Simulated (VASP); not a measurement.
Here is a VASP 6.6.1 calculation.

Contents of INCAR:

```
SYSTEM = CdSi2
PREC = Accurate
ENCUT = 600
EDIFF = 1E-6
ISMEAR = 0
SIGMA = 0.1
LREAL = .FALSE.
LASPH = .TRUE.
NELM = 100
ALGO = Normal
ISIF = 3
LWAVE = .FALSE.
LCHARG = .FALSE.
GGA = PE
IBRION = 2
NSW = 100
EDIFFG = -0.05
```

KPOINTS

```
regular mesh
0
G
  6 6 4
  0 0 0
```

The input POSCAR:

```
CdSi2
1.0
    3.5209807970      0.0000000000      0.0000000000
   -1.7604903985      3.0492588164      0.0000000000
    0.0000000000      0.0000000000      4.6372219680
Cd Si
1 2
Direct
    0.0000000000      0.0000000000      0.0000000000
    0.3333333333      0.6666666667      0.4320000000
    0.6666666667      0.3333333333      0.5680000000
```

Potentials or basis: VASP PAW PBE potentials, release 64 (Cd, Si).

The run is started by

```console
$ cat potpaw_PBE.64/Cd/POTCAR potpaw_PBE.64/Si/POTCAR > POTCAR
$ mpirun -np 1 vasp_std > vasp.out
```

(1) What does it give for the relaxed cell?

(2) Predict the relaxed volume.

(3) Estimate the band gap on the k mesh.

(4) What does it give for the space group after relaxing (to 0.1 Å)?

## Answers

(1) a = 3.719 Å, b = 3.719 Å, c = 5.154 Å, α = 90.00°, β = 90.00°, γ = 120.00°.

(2) 20.58 Å³/atom.

(3) zero (bands 10 and 11 overlap by 3.21 eV).

(4) P-3m1 (No. 164).

Caveat: the volume moved by over 15 % at a fixed basis, so the end points are rough.
